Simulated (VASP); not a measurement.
A run of VASP 6.6.1 is set up as follows.

The input INCAR:

```
PREC     = Accurate       # precision mode
ENCUT    = 520            # plane-wave cutoff, eV
EDIFF    = 1E-6           # SCF threshold, eV
ISMEAR   = 0              # smearing method
SIGMA    = 0.1            # smearing width, eV
LREAL    = False          # projectors in reciprocal space
LASPH    = True           # aspherical terms in the spheres
NELM     = 60             # most SCF steps
ALGO     = Normal         # electronic algorithm
ISIF     = 2              # what is computed and relaxed
LWAVE    = False          # write WAVECAR
LCHARG   = False          # write CHGCAR
LDIPOL   = True         
IDIPOL   = 3            
DIPOL    = 0.5 0.5 0.344
GGA      = PS             # functional
NBANDS   = 31             # bands
```

KPOINTS

```
regular mesh
0
Gamma
  10 10 1
```

File POSCAR:

```
W3C
1.0
    2.7317561349      0.0000000000      0.0000000000
   -0.9105853783      2.5755243833      0.0000000000
    0.0000000000      0.0000000000     21.3158546942
W C
3 1
Direct
    0.5000000000      0.5000000000      0.1876537468
    0.0000000000      0.0000000000      0.2888907691
    0.5000000000      0.5000000000      0.3901253228
    1.0000000000      1.0000000000      0.5088163177
```

Potentials or basis: VASP PAW PBE potentials, release 64 (W_sv, C).

Command:

```bash
$ cat potpaw_PBE.64/W_sv/POTCAR potpaw_PBE.64/C/POTCAR > POTCAR
$ mpirun -np 1 vasp_std > vasp.out
```

(1) Predict the band gap on the k mesh.

(2) What does it give for the largest force?

## Answers

(1) zero (bands 23 and 24 overlap by 1.40 eV).

(2) 3.029 eV/Å.

Caveat: the PAW data sets were made with another functional, which shifts forces and pressure a little; spin-orbit coupling is left out, which moves the levels of the heavy elements.
